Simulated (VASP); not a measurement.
Set up this calculation in VASP 6.6.1, as the native input.

```yaml
Task: single point
Functional: PBE
Potentials_or_basis: VASP PAW PBE potentials, release 64 (Al, Ni)
Cutoff: 520 eV
k_mesh: 14 × 14 × 14
Occupations: gaussian, width 0.1 eV
Spin: no spin polarisation
Dipole_correction: no
Further_INCAR_settings: ALGO = Normal; EDIFF = 1e-06; NBANDS = 14
```

The structure of AlNi lies in POSCAR:

```
AlNi
1.0
    2.9864726024      0.0000000000      0.0000000000
    0.0000000000      2.9864726024      0.0000000000
    0.0000000000      0.0000000000      2.9864726024
Al Ni
1 1
Direct
    0.0000000000      0.0000000000      0.0000000000
    0.5000000000      0.5000000000      0.5000000000
```

This cell differs from its parent crystal: volume scaled by 1.10.

One way to write it, as run:

INCAR

```
SYSTEM = AlNi
PREC = Accurate
ENCUT = 520
EDIFF = 1E-6
ISMEAR = 0
SIGMA = 0.1
LREAL = .FALSE.
LASPH = .TRUE.
NELM = 80
ALGO = Normal
ISIF = 2
LWAVE = .FALSE.
LCHARG = .TRUE.
GGA = PE
LELF = .TRUE.
LVHAR = .TRUE.
NBANDS = 14
```

KPOINTS

```
regular mesh
0
G
  14 14 14
  0 0 0
```

Potentials or basis: VASP PAW PBE potentials, release 64 (Al, Ni).

The run is started by

```sh
$ cat potpaw_PBE.64/Al/POTCAR potpaw_PBE.64/Ni/POTCAR > POTCAR
$ mpirun -np 1 vasp_std > vasp.out
```

Results of the run:

The pressure is -12.3 GPa.

It took 21 s on 1 thread of Intel(R) Xeon(R) Platinum 8259CL CPU @ 2.50GHz (Skylake/Cascade Lake), on a shared host, peak memory 0.17 GiB.
